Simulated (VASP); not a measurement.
# Cs2MgPbF6 (Fm-3m) in VASP: single point with r2SCAN

Aim: the single point of Cs2MgPbF6 with r2SCAN.

Program: VASP 6.6.1. These are calculated values, not measurements. Logs are shortened: lines on timing, memory, paths and dates and some standing lists are left out, and cuts for length are marked.

**1. The cell of the first run**

The structure is cubic, space group Fm-3m (No. 225). Conventional cell: a = 8.987 Å, b = 8.987 Å, c = 8.987 Å, α = 90.00°, β = 90.00°, γ = 90.00°. Within 2.7 Å of Mg (site symmetry m-3m) lie 6 F at 2.03 Å. Within 3.3 Å of Pb (site symmetry m-3m) lie 6 F at 2.47 Å. Within 2.7 Å of F (site symmetry 4mm) lie 1 Mg at 2.03 Å and 1 Pb at 2.47 Å. Within 4.2 Å of Cs (site symmetry -43m) lie 12 F at 3.18 Å and 4 Mg at 3.89 Å and 4 Pb at 3.89 Å.

**2. Single point, r2SCAN**

The input, POSCAR:

```
Cs2MgPbF6
1.0
    0.0000000000      4.4934370000      4.4934370000
    4.4934370000      0.0000000000      4.4934370000
    4.4934370000      4.4934370000      0.0000000000
Mg Pb F Cs
1 1 6 2
Direct
    0.5000000000      0.5000000000      0.5000000000
    0.0000000000      0.0000000000      0.0000000000
    0.7257081261      0.2742918739      0.2742918739
    0.2742918739      0.7257081261      0.2742918739
    0.2742918739      0.7257081261      0.7257081261
    0.7257081261      0.2742918739      0.7257081261
    0.2742918739      0.2742918739      0.7257081261
    0.7257081261      0.7257081261      0.2742918739
    0.2500000000      0.2500000000      0.2500000000
    0.7500000000      0.7500000000      0.7500000000
```

The input, INCAR.step1:

```
PREC = Accurate ; ENCUT = 520
ISMEAR = -1 ; SIGMA = 0.0512
LREAL = F ; LASPH = T
NELM = 60 ; NBANDS = 49
GGA = PE ; ALGO = Normal
EDIFF = 1E-4 ; LWAVE = T
LCHARG = F
```

The input, INCAR.step2:

```
PREC = Accurate ; ENCUT = 520
EDIFF = 1E-7 ; ISMEAR = -1
SIGMA = 0.0512 ; LREAL = F
LASPH = T ; NELM = 60
ALGO = Normal ; ISIF = 2
LWAVE = F ; LCHARG = T
METAGGA = R2SCAN ; LMIXTAU = T
LELF = T ; LVHAR = T
NBANDS = 49 ; ISTART = 1
```

The input, KPOINTS:

```
regular mesh
0
Gamma
  6 6 6
```

Potentials or basis: VASP PAW PBE potentials, release 64 (Mg, Pb_d, F, Cs_sv).

On the command line:

```bash
$ cat potpaw_PBE.64/Mg/POTCAR potpaw_PBE.64/Pb_d/POTCAR potpaw_PBE.64/F/POTCAR potpaw_PBE.64/Cs_sv/POTCAR > POTCAR
$ cp INCAR.step1 INCAR
$ mpirun -np 1 vasp_std > vasp.out
$ cp INCAR.step2 INCAR
$ mpirun -np 1 vasp_std > vasp.out
```

OUTCAR:

```text
PREC = Accurate
   ENCUT = 520
   EDIFF = 1E-7
   ISMEAR = -1
   LREAL = F
   LASPH = T
   NELM = 60
   ISIF = 2
   METAGGA = R2SCAN
   ISTART = 1

 ion  position               nearest neighbor table
   1  0.500  0.500  0.500-   3 2.03   4 2.03   5 2.03   6 2.03   7 2.03   8 2.03
   2  0.000  0.000  0.000-   3 2.47   4 2.47   5 2.47   6 2.47   7 2.47   8 2.47
   3  0.726  0.274  0.274-   1 2.03   2 2.47
   4  0.274  0.726  0.274-   1 2.03   2 2.47
   5  0.274  0.726  0.726-   1 2.03   2 2.47
   6  0.726  0.274  0.726-   1 2.03   2 2.47
   7  0.274  0.274  0.726-   1 2.03   2 2.47
   8  0.726  0.726  0.274-   1 2.03   2 2.47
   9  0.250  0.250  0.250-
  10  0.750  0.750  0.750-

  LATTYP: Found a face centered cubic cell.
 ALAT       =     8.9868740000

  Lattice vectors:

 A1 = (   0.0000000000,   4.4934370000,   4.4934370000)
 A2 = (   4.4934370000,   0.0000000000,   4.4934370000)
 A3 = (   4.4934370000,   4.4934370000,   0.0000000000)

Analysis of symmetry for initial positions (statically):
=====================================================================
 Subroutine PRICEL returns:
 Original cell was already a primitive cell.

 Routine SETGRP: Setting up the symmetry group for a
 face centered cubic supercell.

 Subroutine GETGRP returns: Found 48 space group operations
 (whereof 48 operations were pure point group operations)
 out of a pool of 48 trial point group operations.

The static configuration has the point symmetry O_h .

Analysis of symmetry for dynamics (positions and initial velocities):
=====================================================================
 Subroutine PRICEL returns:
 Original cell was already a primitive cell.

 Routine SETGRP: Setting up the symmetry group for a
 face centered cubic supercell.

 Subroutine GETGRP returns: Found 48 space group operations
 (whereof 48 operations were pure point group operations)
 out of a pool of 48 trial point group operations.

The dynamic configuration has the point symmetry O_h .

 Subroutine INISYM returns: Found 48 space group operations
 (whereof 48 operations are pure point group operations),
 and found     1 'primitive' translations

----------------------------------------------------------------------------------------

                                     Primitive cell

  volume of cell :     181.4538

  direct lattice vectors                    reciprocal lattice vectors
     0.000000000  4.493437000  4.493437000    -0.111273397  0.111273397  0.111273397
     4.493437000  0.000000000  4.493437000     0.111273397 -0.111273397  0.111273397
     4.493437000  4.493437000  0.000000000     0.111273397  0.111273397 -0.111273397

  length of vectors
     6.354679547  6.354679547  6.354679547     0.192731177  0.192731177  0.192731177

  position of ions in fractional coordinates (direct lattice)
     0.500000000  0.500000000  0.500000000
     0.000000000  0.000000000  0.000000000
     0.725708126  0.274291874  0.274291874
     0.274291874  0.725708126  0.274291874
     0.274291874  0.725708126  0.725708126
     0.725708126  0.274291874  0.725708126
     0.274291874  0.274291874  0.725708126
     0.725708126  0.725708126  0.274291874
     0.250000000  0.250000000  0.250000000
     0.750000000  0.750000000  0.750000000

  ion indices of the primitive-cell ions
   primitive index   ion index
                 1           1
                 2           2
                 3           3
                 4           4
                 5           5
                 6           6
                 7           7
                 8           8
                 9           9
                10          10

----------------------------------------------------------------------------------------

 KPOINTS: regular mesh

Automatic generation of k-mesh.
 Grid dimensions read from file:
 generate k-points for:    6    6    6

 Generating k-lattice:

  Cartesian coordinates                     Fractional coordinates (reciprocal lattice)
    -0.018545566  0.018545566  0.018545566     0.166666667  0.000000000  0.000000000
     0.018545566 -0.018545566  0.018545566     0.000000000  0.166666667  0.000000000
     0.018545566  0.018545566 -0.018545566     0.000000000  0.000000000  0.166666667

  Length of vectors
     0.032121863  0.032121863  0.032121863

  Shift w.r.t. Gamma in fractional coordinates (k-lattice)
     0.000000000  0.000000000  0.000000000

 Subroutine IBZKPT returns following result:
 ===========================================

 Found     16 irreducible k-points:

 Following reciprocal coordinates:
            Coordinates               Weight
  0.000000  0.000000  0.000000      1.000000
  0.166667  0.000000  0.000000      8.000000
  0.333333  0.000000  0.000000      8.000000
  0.500000  0.000000  0.000000      4.000000
  0.166667  0.166667  0.000000      6.000000
  0.333333  0.166667  0.000000     24.000000
[... 8 lines left out ...]
 -0.333333  0.333333  0.166667     24.000000
 -0.333333  0.500000  0.166667     12.000000
   k-points           NKPTS =     16   k-points in BZ     NKDIM =     16   number of bands    NBANDS=     49
   number of dos      NEDOS =    301   number of ions     NIONS =     10
   total plane-waves  NPLWV = 110592
   dimension x,y,z NGX =    48 NGY =   48 NGZ =   48
   dimension x,y,z NGXF=    96 NGYF=   96 NGZF=   96
   ions per type =               1   1   6   2
   NGX,Y,Z   is equivalent  to a cutoff of  12.56, 12.56, 12.56 a.u.
   NGXF,Y,Z  is equivalent  to a cutoff of  25.11, 25.11, 25.11 a.u.
 SYSTEM =  unknown system
   PREC   = accura    normal or accurate (medium, high low for compatibility)
   ISTART =      1    job   : 0-new  1-cont  2-samecut
   ICHARG =      0    charge: 1-file 2-atom 10-const
   ISPIN  =      1    spin polarized calculation?
   LNONCOLLINEAR =      F non collinear calculations
   LSORBIT =      F    spin-orbit coupling
   LASPH  =      T    aspherical Exc in radial PAW
   ENCUT  =  520.0 eV  38.22 Ry    6.18 a.u.  11.82 11.82 11.82*2*pi/ulx,y,z
   NELM   =     60;   NELMIN=  2; NELMDL=  0     # of ELM steps
   EDIFF  = 0.1E-06   stopping-criterion for ELM
   LREAL  =      F    real-space projection
   EDIFFG = 0.1E-05   stopping-criterion for IOM
   NSW    =      0    number of steps for IOM
   IBRION =     -1    ionic relax: 0-MD 1-quasi-New 2-CG
   NFREE  =      0    steps in history (QN), initial steepest desc. (CG)
   ISIF   =      2    stress and relaxation
   ISYM   =      2    0-nonsym 1-usesym 2-fastsym
   POTIM  = 0.5000    time-step for ionic-motion
   TEBEG  =    0.0;   TEEND  =   0.0 temperature during run
   PSTRESS=    0.0 pullay stress
   NELECT =      76.0000    total number of electrons
   NUPDOWN=      -1.0000    fix difference up-down
   EMIN   =  10.00;   EMAX   =-10.00  energy-range for DOS
   EFERMI =   0.00;   METHOD = LEGACY
   ISMEAR =    -1;   SIGMA  =   0.05  broadening in eV -4-tet -1-fermi 0-gaus
   EFERMI_NEDOS =   21; number of points for ismear=-14 and -15
   IALGO  =     38    algorithm
   IMIX   =      4    mixing-type and parameters
     AMIX     =   0.40;   BMIX     =  1.00
     AMIX_MAG =   1.60;   BMIX_MAG =  1.00
  volume/ion in A,a.u.               =      18.15       122.45
  Fermi-wavevector in a.u.,A,eV,Ry     =   1.224872  2.314672 20.412976  1.500311
  Thomas-Fermi vector in A             =   2.359931
   LORBIT       =      0    0 simple, 1 ext, 2 COOP (PROOUT), +10 PAW based schemes
   METAGGA = R2SCAN    functional components
   LHFCALC =     F    Hartree Fock is set to
   AEXX    =    0.0000 exact exchange contribution
   IVDW    =     0    specifies the selected vdW correction
   LEPSILON=     F    determine dielectric tensor
   LRPA    =     F    only Hartree local field effects (RPA)
 non-spin polarized calculation
  energy-cutoff  :      520.00
  volume of cell :      181.45
 maximum number of plane-waves:      4910
   NGX = 23   NGY = 23   NGZ = 23

 number of electron      75.9999983 magnetization

 Free energy of the ion-electron system (eV)
  ---------------------------------------------------
  ext. energy  EPLUGINS =         0.00000000
  ---------------------------------------------------
  free energy    TOTEN  =      -160.30453618 eV

  energy without entropy =     -160.30453618  energy(sigma->0) =     -160.30453618

 E-fermi :   0.9825     XC(G=0):  -9.7784

 val. band max:       -0.1893351218   @ k =  -0.3333   0.5000   0.1667
 cond. band min:       5.6553406838   @ k =   0.1667   0.0000   0.0000
 fundamental gap:      5.8446758056
 Fermi energy:         0.9824950567

 k-point     1 :       0.0000    0.0000    0.0000
  band No.  band energies     occupation
      1     -22.1755      2.00000
      2     -21.8283      2.00000
      3     -21.8283      2.00000
      4     -21.8283      2.00000
      5     -21.7602      2.00000
      6     -21.7602      2.00000
[... 41 lines left out ...]
     48      10.8663      0.00000
     49      10.8663      0.00000

 k-point     2 :       0.1667    0.0000    0.0000
  band No.  band energies     occupation
      1     -22.1553      2.00000
      2     -21.8448      2.00000
      3     -21.8326      2.00000
      4     -21.8326      2.00000
      5     -21.7556      2.00000
      6     -21.7556      2.00000
[... 41 lines left out ...]
     48      10.9994      0.00000
     49      11.0018      0.00000

 k-point     3 :       0.3333    0.0000    0.0000
  band No.  band energies     occupation
      1     -22.1061      2.00000
      2     -21.8874      2.00000
      3     -21.8403      2.00000
      4     -21.8403      2.00000
      5     -21.7482      2.00000
      6     -21.7482      2.00000
[... 665 lines left out ...]
     48      10.1174      0.00000
     49      10.4801      0.00000

 k-point    16 :      -0.3333    0.5000    0.1667
  band No.  band energies     occupation
      1     -22.0690      2.00000
      2     -21.8679      2.00000
      3     -21.8480      2.00000
      4     -21.8378      2.00000
      5     -21.7891      2.00000
      6     -21.7511      2.00000
[... 41 lines left out ...]
     48      10.3147      0.00000
     49      10.6035      0.00000

------------------------ aborting loop because EDIFF is reached ----------------------------------------

  FORCE on cell =-STRESS in cart. coord.  units (eV):
  Direction    XX          YY          ZZ          XY          YZ          ZX
  --------------------------------------------------------------------------------------
  -------------------------------------------------------------------------------------
  Total       -1.1370648     -1.1370648     -1.1370648      0.0000000     -0.0000000      0.0000000
  in kB      -10.0399099    -10.0399099    -10.0399099      0.0000000     -0.0000000      0.0000000
  external PRESSURE =     -10.0399099 kB  Pullay stress =       0.0000000 kB

 VOLUME and BASIS-vectors are now :
 -----------------------------------------------------------------------------
  energy-cutoff  :      520.00
  volume of cell :      181.45
      direct lattice vectors                 reciprocal lattice vectors
     0.000000000  4.493437000  4.493437000    -0.111273397  0.111273397  0.111273397
     4.493437000  0.000000000  4.493437000     0.111273397 -0.111273397  0.111273397
     4.493437000  4.493437000  0.000000000     0.111273397  0.111273397 -0.111273397

 POSITION                                       TOTAL-FORCE (eV/Angst)
 -----------------------------------------------------------------------------------
      4.49344      4.49344      4.49344        -0.000000      0.000000      0.000000
      0.00000      0.00000      0.00000        -0.000000      0.000000      0.000000
      2.46503      4.49344      4.49344         0.058329      0.000000      0.000000
      4.49344      2.46503      4.49344        -0.000000      0.058329      0.000000
      6.52185      4.49344      4.49344        -0.058329      0.000000      0.000000
      4.49344      6.52185      4.49344        -0.000000     -0.058329      0.000000
      4.49344      4.49344      2.46503        -0.000000      0.000000      0.058329
      4.49344      4.49344      6.52185        -0.000000      0.000000     -0.058329
      2.24672      2.24672      2.24672         0.000000      0.000000      0.000000
      6.74016      6.74016      6.74016         0.000000     -0.000000     -0.000000
 -----------------------------------------------------------------------------------
    total drift:                               -0.000000      0.000000      0.000000

  FREE ENERGIE OF THE ION-ELECTRON SYSTEM (eV)
  ---------------------------------------------------
  free  energy   TOTEN  =      -160.3045361779 eV

  energy  without entropy=     -160.3045361779  energy(sigma->0) =     -160.30453618
```

Run time: 19 min. Hardware: 1 thread of Intel Xeon 8259CL, shared host; peak memory 0.45 GiB.

Results:

```
Free energy            : -160.3045 eV
Pressure               : -1.0 GPa
Largest force          : 0.058 eV/Å
Band gap on the k mesh : 5.84 eV (least direct gap 6.16 eV)
```

Forces on the atoms (eV/Å):
```
Mg   0.000  0.000  0.000
Pb   0.000  0.000  0.000
F    0.058  0.000  0.000
F    0.000  0.058  0.000
F   -0.058  0.000  0.000
F    0.000 -0.058  0.000
F    0.000  0.000  0.058
F    0.000  0.000 -0.058
Cs   0.000  0.000  0.000
Cs   0.000  0.000  0.000
```

Levels at points of the mesh, in eV from the valence-band top:
```
           k point  band 34  band 35  band 36  band 37  band 38  band 39  band 40  band 41  band 42  band 43
(0.00, 0.00, 0.00)    -1.40    -1.26    -1.26    -1.26    -1.12     5.85     5.85     5.85     7.60     7.60
(0.50, 0.00, 0.00)    -1.41    -1.39    -1.37    -1.37    -0.13     6.02     6.48     6.48     9.27     9.27
(0.50, 0.50, 0.00)    -1.55    -1.46    -1.46    -1.28    -0.01     6.26     6.68     6.68     8.39     8.94
```

Caveat: the PAW data sets were made with another functional, which shifts forces and pressure a little; spin-orbit coupling is left out, which moves the levels of the heavy elements. A k mesh can miss the band edges.
